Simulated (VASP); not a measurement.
# Ga6SbAs5 (an interface model) in VASP: further runs

The runs below take Ga6SbAs5 (an interface model) through single point, with PBEsol.

All numbers are computed with VASP 6.6.1; they aren't measurements. Logs are shortened: lines on timing, memory, paths and dates and some standing lists are left out, and cuts for length are marked.

### 1 The cell of the first run

The cell holds layers of an interface, 12 atoms: a = 4.002 Å, b = 4.002 Å, c = 17.377 Å, α = 90.00°, β = 90.00°, γ = 90.00°.

### 2 Single point, PBEsol

INCAR reads:

```
  ALGO = Normal
  EDIFF = 1E-7
  ENCUT = 520
  GGA = PS
  ISIF = 2
  ISMEAR = -1
  LASPH = T
  LCHARG = T
  LELF = T
  LREAL = F
  LVHAR = T
  LWAVE = F
  NBANDS = 66
  NELM = 80
  PREC = Accurate
  SIGMA = 0.05
```

KPOINTS reads:

```
k-points
0
Gamma
  4 4 1
```

POSCAR reads:

```
Ga6SbAs5
1.0
    2.8300000000      2.8300000000      0.0000000000
   -2.8300000000      2.8300000000      0.0000000000
    0.0000000000      0.0000000000     17.3767190000
Ga As Sb
6 5 1
Direct
    0.0048780000      0.0449620000      0.0096720000
    0.9642640000      0.9948080000      0.3324740000
    0.0067170000      0.9489080000      0.6493080000
    0.5282490000      0.4817800000      0.1729170000
    0.5155300000      0.5064640000      0.4894960000
    0.5196060000      0.5360700000      0.8109540000
    0.5110150000      0.0128670000      0.0915410000
    0.4757610000      0.0105420000      0.4068130000
    0.4803800000      0.0067850000      0.7352880000
    0.0234980000      0.4500710000      0.2379350000
    0.9852890000      0.5199820000      0.5670790000
    0.9839010000      0.4783600000      0.9026330000
```

Potentials or basis: VASP PAW PBE potentials, release 64 (Ga_d, As, Sb).

The run is started by

```console
cat potpaw_PBE.64/Ga_d/POTCAR potpaw_PBE.64/As/POTCAR potpaw_PBE.64/Sb/POTCAR > POTCAR
mpirun -np 1 vasp_std > vasp.out
```

OUTCAR:

```text
EDIFF = 1E-7
   ENCUT = 520
   GGA = PS
   ISIF = 2
   ISMEAR = -1
   LASPH = T
   LREAL = F
   NELM = 80
   PREC = Accurate

 ion  position               nearest neighbor table
   1  0.005  0.045  0.010-   7 2.44   7 2.48  12 2.54  12 2.93
   2  0.964  0.995  0.332-   8 2.34   8 2.42  10 2.46  10 2.74
   3  0.007  0.949  0.649-  11 2.24   9 2.42   9 2.59  11 2.70
   4  0.528  0.482  0.173-  10 2.29  10 2.32   7 2.35   7 2.55
   5  0.516  0.506  0.489-  11 2.31   8 2.46   8 2.48  11 2.51
   6  0.520  0.536  0.811-   9 2.30  12 2.46   9 2.50  12 2.68
   7  0.511  0.013  0.092-   4 2.35   1 2.44   1 2.48   4 2.55
   8  0.476  0.011  0.407-   2 2.34   2 2.42   5 2.46   5 2.48
   9  0.480  0.007  0.735-   6 2.30   3 2.42   6 2.50   3 2.59
  10  0.023  0.450  0.238-   4 2.29   4 2.32   2 2.46   2 2.74
  11  0.985  0.520  0.567-   3 2.24   5 2.31   5 2.51   3 2.70
  12  0.984  0.478  0.903-   6 2.46   1 2.54   6 2.68   1 2.93

  LATTYP: Found a simple tetragonal cell.
 ALAT       =     4.0022243815
 C/A-ratio  =     4.3417653144

  Lattice vectors:

 A1 = (   2.8300000000,   2.8300000000,   0.0000000000)
 A2 = (  -2.8300000000,   2.8300000000,   0.0000000000)
 A3 = (   0.0000000000,   0.0000000000,  17.3767190000)

Analysis of symmetry for initial positions (statically):
=====================================================================
 Subroutine PRICEL returns:
 Original cell was already a primitive cell.

 Routine SETGRP: Setting up the symmetry group for a
 simple tetragonal supercell.

 Subroutine GETGRP returns: Found  1 space group operations
 (whereof  1 operations were pure point group operations)
 out of a pool of 16 trial point group operations.

The static configuration has the point symmetry C_1 .

Analysis of symmetry for dynamics (positions and initial velocities):
=====================================================================
 Subroutine PRICEL returns:
 Original cell was already a primitive cell.

 Routine SETGRP: Setting up the symmetry group for a
 simple tetragonal supercell.

 Subroutine GETGRP returns: Found  1 space group operations
 (whereof  1 operations were pure point group operations)
 out of a pool of 16 trial point group operations.

The dynamic configuration has the point symmetry C_1 .

 Subroutine INISYM returns: Found  1 space group operations
 (whereof  1 operations are pure point group operations),
 and found     1 'primitive' translations

----------------------------------------------------------------------------------------

                                     Primitive cell

  volume of cell :     278.3368

  direct lattice vectors                    reciprocal lattice vectors
     2.830000000  2.830000000  0.000000000     0.176678445  0.176678445  0.000000000
    -2.830000000  2.830000000  0.000000000    -0.176678445  0.176678445  0.000000000
     0.000000000  0.000000000 17.376719000     0.000000000  0.000000000  0.057548263

  length of vectors
     4.002224382  4.002224382 17.376719000     0.249861053  0.249861053  0.057548263

  position of ions in fractional coordinates (direct lattice)
     0.004878000  0.044962000  0.009672000
     0.964264000  0.994808000  0.332474000
     0.006717000  0.948908000  0.649308000
     0.528249000  0.481780000  0.172917000
     0.515530000  0.506464000  0.489496000
     0.519606000  0.536070000  0.810954000
     0.511015000  0.012867000  0.091541000
     0.475761000  0.010542000  0.406813000
     0.480380000  0.006785000  0.735288000
     0.023498000  0.450071000  0.237935000
     0.985289000  0.519982000  0.567079000
     0.983901000  0.478360000  0.902633000

  ion indices of the primitive-cell ions
   primitive index   ion index
                 1           1
                 2           2
                 3           3
                 4           4
                 5           5
                 6           6
                 7           7
                 8           8
                 9           9
                10          10
                11          11
                12          12

----------------------------------------------------------------------------------------

 KPOINTS: k-points

Automatic generation of k-mesh.
 Grid dimensions read from file:
 generate k-points for:    4    4    1

 Generating k-lattice:

  Cartesian coordinates                     Fractional coordinates (reciprocal lattice)
     0.044169611  0.044169611  0.000000000     0.250000000  0.000000000  0.000000000
    -0.044169611  0.044169611  0.000000000     0.000000000  0.250000000  0.000000000
     0.000000000  0.000000000  0.057548263     0.000000000  0.000000000  1.000000000

  Length of vectors
     0.062465263  0.062465263  0.057548263

  Shift w.r.t. Gamma in fractional coordinates (k-lattice)
     0.000000000  0.000000000  0.000000000

 Subroutine IBZKPT returns following result:
 ===========================================

 Found     10 irreducible k-points:

 Following reciprocal coordinates:
            Coordinates               Weight
  0.000000  0.000000  0.000000      1.000000
  0.250000  0.000000  0.000000      2.000000
  0.000000  0.250000  0.000000      2.000000
  0.500000  0.000000  0.000000      1.000000
  0.000000  0.500000  0.000000      1.000000
  0.250000  0.250000  0.000000      2.000000
 -0.250000  0.250000  0.000000      2.000000
  0.500000  0.250000  0.000000      2.000000
 -0.250000  0.500000  0.000000      2.000000
  0.500000  0.500000  0.000000      1.000000
   k-points           NKPTS =     10   k-points in BZ     NKDIM =     10   number of bands    NBANDS=     66
   number of dos      NEDOS =    301   number of ions     NIONS =     12
   total plane-waves  NPLWV = 126000
   dimension x,y,z NGX =    30 NGY =   30 NGZ =  140
   dimension x,y,z NGXF=    60 NGYF=   60 NGZF=  280
   ions per type =               6   5   1
   NGX,Y,Z   is equivalent  to a cutoff of  12.46, 12.46, 13.39 a.u.
   NGXF,Y,Z  is equivalent  to a cutoff of  24.92, 24.92, 26.79 a.u.
 SYSTEM =  unknown system
   PREC   = accura    normal or accurate (medium, high low for compatibility)
   ISTART =      0    job   : 0-new  1-cont  2-samecut
   ICHARG =      2    charge: 1-file 2-atom 10-const
   ISPIN  =      1    spin polarized calculation?
   LNONCOLLINEAR =      F non collinear calculations
   LSORBIT =      F    spin-orbit coupling
   LASPH  =      T    aspherical Exc in radial PAW
   ENCUT  =  520.0 eV  38.22 Ry    6.18 a.u.   7.44  7.44 32.31*2*pi/ulx,y,z
   NELM   =     80;   NELMIN=  2; NELMDL= -5     # of ELM steps
   EDIFF  = 0.1E-06   stopping-criterion for ELM
   LREAL  =      F    real-space projection
   EDIFFG = 0.1E-05   stopping-criterion for IOM
   NSW    =      0    number of steps for IOM
   IBRION =     -1    ionic relax: 0-MD 1-quasi-New 2-CG
   NFREE  =      0    steps in history (QN), initial steepest desc. (CG)
   ISIF   =      2    stress and relaxation
   ISYM   =      2    0-nonsym 1-usesym 2-fastsym
   POTIM  = 0.5000    time-step for ionic-motion
   TEBEG  =    0.0;   TEEND  =   0.0 temperature during run
   PSTRESS=    0.0 pullay stress
   NELECT =     108.0000    total number of electrons
   NUPDOWN=      -1.0000    fix difference up-down
   EMIN   =  10.00;   EMAX   =-10.00  energy-range for DOS
   EFERMI =   0.00;   METHOD = LEGACY
   ISMEAR =    -1;   SIGMA  =   0.05  broadening in eV -4-tet -1-fermi 0-gaus
   EFERMI_NEDOS =   21; number of points for ismear=-14 and -15
   IALGO  =     38    algorithm
   IMIX   =      4    mixing-type and parameters
     AMIX     =   0.40;   BMIX     =  1.00
     AMIX_MAG =   1.60;   BMIX_MAG =  1.00
  volume/ion in A,a.u.               =      23.19       156.53
  Fermi-wavevector in a.u.,A,eV,Ry     =   1.194059  2.256445 19.398880  1.425777
  Thomas-Fermi vector in A             =   2.330059
   LORBIT       =      0    0 simple, 1 ext, 2 COOP (PROOUT), +10 PAW based schemes
   GGA     = PS    functional components
   LHFCALC =     F    Hartree Fock is set to
   AEXX    =    0.0000 exact exchange contribution
   IVDW    =     0    specifies the selected vdW correction
   LEPSILON=     F    determine dielectric tensor
   LRPA    =     F    only Hartree local field effects (RPA)
 non-spin polarized calculation
  energy-cutoff  :      520.00
  volume of cell :      278.34
 maximum number of plane-waves:      7545
 NGX is ok and might be reduce to    30
   NGX = 15   NGY = 15   NGZ = 65

 number of electron     107.9999999 magnetization

 Free energy of the ion-electron system (eV)
  ---------------------------------------------------
  ext. energy  EPLUGINS =         0.00000000
  ---------------------------------------------------
  free energy    TOTEN  =       -51.39670451 eV

  energy without entropy =      -51.38181630  energy(sigma->0) =      -51.38926040

 E-fermi :   4.7845     XC(G=0):  -9.7511

 val. band max:        4.7355286347   @ k =   0.0000   0.0000   0.0000
 cond. band min:       5.0162410209   @ k =   0.5000   0.5000   0.0000
 fundamental gap:      0.2807123861
 Fermi energy:         4.7845488352

 k-point     1 :       0.0000    0.0000    0.0000
  band No.  band energies     occupation
      1     -11.0210      2.00000
      2     -10.9966      2.00000
      3     -10.9149      2.00000
      4     -10.8942      2.00000
      5     -10.8842      2.00000
      6     -10.8620      2.00000
[... 58 lines left out ...]
     65       7.5992      0.00000
     66       7.7064      0.00000

 k-point     2 :       0.2500    0.0000    0.0000
  band No.  band energies     occupation
      1     -11.0019      2.00000
      2     -10.9996      2.00000
      3     -10.9345      2.00000
      4     -10.9124      2.00000
      5     -10.8755      2.00000
      6     -10.8588      2.00000
[... 610 lines left out ...]
     65       7.4847      0.00000
     66       7.8257      0.00000

------------------------ aborting loop because EDIFF is reached ----------------------------------------

  FORCE on cell =-STRESS in cart. coord.  units (eV):
  Direction    XX          YY          ZZ          XY          YZ          ZX
  --------------------------------------------------------------------------------------
  -------------------------------------------------------------------------------------
  Total        7.1842249      7.4262584      3.6016306      2.6489714      2.4901907      1.9337175
  in kB       41.3542221     42.7474285     20.7319000     15.2481518     14.3341696     11.1309691
  external PRESSURE =      34.9445169 kB  Pullay stress =       0.0000000 kB

 VOLUME and BASIS-vectors are now :
 -----------------------------------------------------------------------------
  energy-cutoff  :      520.00
  volume of cell :      278.34
      direct lattice vectors                 reciprocal lattice vectors
     2.830000000  2.830000000  0.000000000     0.176678445  0.176678445  0.000000000
    -2.830000000  2.830000000  0.000000000    -0.176678445  0.176678445  0.000000000
     0.000000000  0.000000000 17.376719000     0.000000000  0.000000000  0.057548263

 POSITION                                       TOTAL-FORCE (eV/Angst)
 -----------------------------------------------------------------------------------
     -0.11344      0.14105      0.16807         0.821029     -0.781696     -0.265735
     -0.08644      5.54417      5.77731         0.945100      0.052324     -1.438643
     -2.66640      2.70442     11.28284        -2.142987      1.130927      1.256512
      0.13151      2.85838      3.00473        -0.866494      0.507093     -1.267867
      0.02566      2.89224      8.50583        -1.041644     -0.686864     -0.524859
     -0.04659      2.98756     14.09172        -0.107787     -1.739416      0.427571
      1.40976      1.48259      1.59068         0.506707     -0.798360     -0.753817
      1.31657      1.37624      7.06908        -0.079251     -0.327135      0.683726
      1.34027      1.37868     12.77689        -0.092163      1.112084     -1.206969
     -1.20720      1.34020      4.13453        -0.662420      0.546271      2.506286
      1.31682      4.25992      9.85397         2.570672     -0.801069     -0.298552
      1.43068      4.13820     15.68480         0.149237      1.785841      0.882347
 -----------------------------------------------------------------------------------
    total drift:                               -0.000612      0.000514     -0.000027

  FREE ENERGIE OF THE ION-ELECTRON SYSTEM (eV)
  ---------------------------------------------------
  free  energy   TOTEN  =       -51.3967045087 eV

  energy  without entropy=      -51.3818162998  energy(sigma->0) =      -51.38926040
```

Run time: 2.3 min. Hardware: 1 thread of Intel Xeon 6975P-C (Granite Rapids), shared host; peak memory 0.43 GiB.

Results:

| Quantity | Value |
| --- | --- |
| Free energy | -51.3967 eV |
| Pressure | 3.5 GPa |
| Largest force | 2.730 eV/Å |
| Band gap on the k mesh | 0.01 eV (least direct gap 0.20 eV) |

Forces in eV/Å, atoms in the order of the input:
```
Ga   0.821 -0.782 -0.266
Ga   0.945  0.052 -1.439
Ga  -2.143  1.131  1.257
Ga  -0.866  0.507 -1.268
Ga  -1.042 -0.687 -0.525
Ga  -0.108 -1.739  0.428
As   0.507 -0.798 -0.754
As  -0.079 -0.327  0.684
As  -0.092  1.112 -1.207
As  -0.662  0.546  2.506
As   2.571 -0.801 -0.299
Sb   0.149  1.786  0.882
```

Stress tensor (GPa, compression positive):
```
4.14 1.52 1.11
1.52 4.27 1.43
1.11 1.43 2.07
```

Caveat: the smearing spreads over this small gap; semilocal functionals underestimate gaps, and a narrow one can read as zero; the PAW data sets were made with another functional, which shifts forces and pressure a little; spin-orbit coupling is left out, which moves the levels of the heavy elements.

### 3 Single point, PBEsol

INCAR reads:

```
SYSTEM = Ga6SbAs5
  PREC = Accurate
  ENCUT = 520
  EDIFF = 1E-7
  ISMEAR = -1
  SIGMA = 0.05
  LREAL = .False.
  LASPH = .True.
  NELM = 60
  ALGO = Normal
  ISIF = 2
  LWAVE = .False.
  LCHARG = .True.
  GGA = PS
  LELF = .True.
  LVHAR = .True.
  NELECT = 106.0
  NBANDS = 66
```

KPOINTS reads:

```
regular mesh
0
Gamma
  4 4 1
  0 0 0
```

POSCAR is that of step 2.

Potentials or basis: VASP PAW PBE potentials, release 64 (Ga_d, As, Sb).

The run is started by

```console
cat potpaw_PBE.64/Ga_d/POTCAR potpaw_PBE.64/As/POTCAR potpaw_PBE.64/Sb/POTCAR > POTCAR
mpirun -np 1 vasp_std > vasp.out
```

OUTCAR:

```text
SYSTEM = Ga6SbAs5
   PREC = Accurate
   ENCUT = 520
   EDIFF = 1E-7
   ISMEAR = -1
   LREAL = .False.
   LASPH = .True.
   NELM = 60
   ISIF = 2
   GGA = PS
   NELECT = 106.0

 ion  position               nearest neighbor table
   1  0.005  0.045  0.010-   7 2.44   7 2.48  12 2.54  12 2.93
   2  0.964  0.995  0.332-   8 2.34   8 2.42  10 2.46  10 2.74
   3  0.007  0.949  0.649-  11 2.24   9 2.42   9 2.59  11 2.70
   4  0.528  0.482  0.173-  10 2.29  10 2.32   7 2.35   7 2.55
   5  0.516  0.506  0.489-  11 2.31   8 2.46   8 2.48  11 2.51
   6  0.520  0.536  0.811-   9 2.30  12 2.46   9 2.50  12 2.68
[... 895 lines left out ...]
 -----------------------------------------------------------------------------
  energy-cutoff  :      520.00
  volume of cell :      278.34
      direct lattice vectors                 reciprocal lattice vectors
     2.830000000  2.830000000  0.000000000     0.176678445  0.176678445  0.000000000
    -2.830000000  2.830000000  0.000000000    -0.176678445  0.176678445  0.000000000
     0.000000000  0.000000000 17.376719000     0.000000000  0.000000000  0.057548263

 POSITION                                       TOTAL-FORCE (eV/Angst)
 -----------------------------------------------------------------------------------
     -0.11344      0.14105      0.16807         0.692241     -0.469824      0.542616
     -0.08644      5.54417      5.77731         0.686258      0.180839     -0.795103
     -2.66640      2.70442     11.28284        -1.819126      1.014413      1.066392
      0.13151      2.85838      3.00473        -0.939722      0.567563     -1.083961
      0.02566      2.89224      8.50583        -0.886273     -0.704256     -0.427737
     -0.04659      2.98756     14.09172        -0.033297     -1.478131     -0.557454
      1.40976      1.48259      1.59068         0.569883     -0.938985     -0.891300
      1.31657      1.37624      7.06908        -0.046267     -0.407508      0.440441
      1.34027      1.37868     12.77689        -0.284510      1.131477     -0.789067
     -1.20720      1.34020      4.13453        -0.401533      0.454128      1.962799
      1.31682      4.25992      9.85397         2.211979     -0.646081     -0.403529
      1.43068      4.13820     15.68480         0.250366      1.296365      0.935902
 -----------------------------------------------------------------------------------
    total drift:                               -0.000568      0.000578      0.000040

  FREE ENERGIE OF THE ION-ELECTRON SYSTEM (eV)
  ---------------------------------------------------
  free  energy   TOTEN  =       -59.3405314014 eV

  energy  without entropy=      -59.3090905776  energy(sigma->0) =      -59.32481099
```

OSZICAR:

```text
N       E                     dE             d eps       ncg     rms          rms(c)
DAV:   1     0.997568769512E+03    0.99757E+03   -0.45958E+04  1444   0.226E+03
DAV:   2     0.133164205246E+03   -0.86440E+03   -0.83314E+03  1368   0.630E+02
DAV:   3    -0.457775866171E+02   -0.17894E+03   -0.17060E+03  1582   0.191E+02
[... 10 lines left out ...]
DAV:  14    -0.593405275650E+02   -0.35468E-04   -0.15395E-04  1540   0.140E-01    0.102E-02
DAV:  15    -0.593405299560E+02   -0.23910E-05   -0.44080E-05  1712   0.611E-02    0.580E-03
DAV:  16    -0.593405309932E+02   -0.10372E-05   -0.14308E-05  1616   0.324E-02    0.302E-03
DAV:  17    -0.593405310375E+02   -0.44309E-07   -0.39819E-06  1476   0.236E-02    0.247E-03
DAV:  18    -0.593405314149E+02   -0.37743E-06   -0.21755E-06  1852   0.103E-02    0.764E-04
DAV:  19    -0.593405314014E+02    0.13564E-07   -0.73480E-08   890   0.267E-03
   1 F= -.59340531E+02 E0= -.59324811E+02  d E =-.314408E-01
```

Run time: 2.7 min. Hardware: 1 thread of Intel Xeon 6975P-C (Granite Rapids), shared host; peak memory 0.43 GiB.

Results:

```yaml
Free_energy: -59.3405 eV
Largest_force: 2.340 eV/Å
```

Forces in eV/Å, atoms in the order of the input:
```
Ga   0.692 -0.470  0.543
Ga   0.686  0.181 -0.795
Ga  -1.819  1.014  1.066
Ga  -0.940  0.568 -1.084
Ga  -0.886 -0.704 -0.428
Ga  -0.033 -1.478 -0.557
As   0.570 -0.939 -0.891
As  -0.046 -0.408  0.440
As  -0.285  1.131 -0.789
As  -0.402  0.454  1.963
As   2.212 -0.646 -0.404
Sb   0.250  1.296  0.936
```

Caveat: the k points lie up to 0.39 Å⁻¹ apart, too coarse for converged energies and pressures of a metal; the cell carries a net charge on a neutralising background, which shifts energy and pressure; the cell is charged against a uniform background, so pressure and absolute levels hang on convention; the PAW data sets were made with another functional, which shifts forces and pressure a little; spin-orbit coupling is left out, which moves the levels of the heavy elements.

[end of part 1 of 2]

The gap in the log of VASP goes by the Fermi energy; the results here count the filled bands.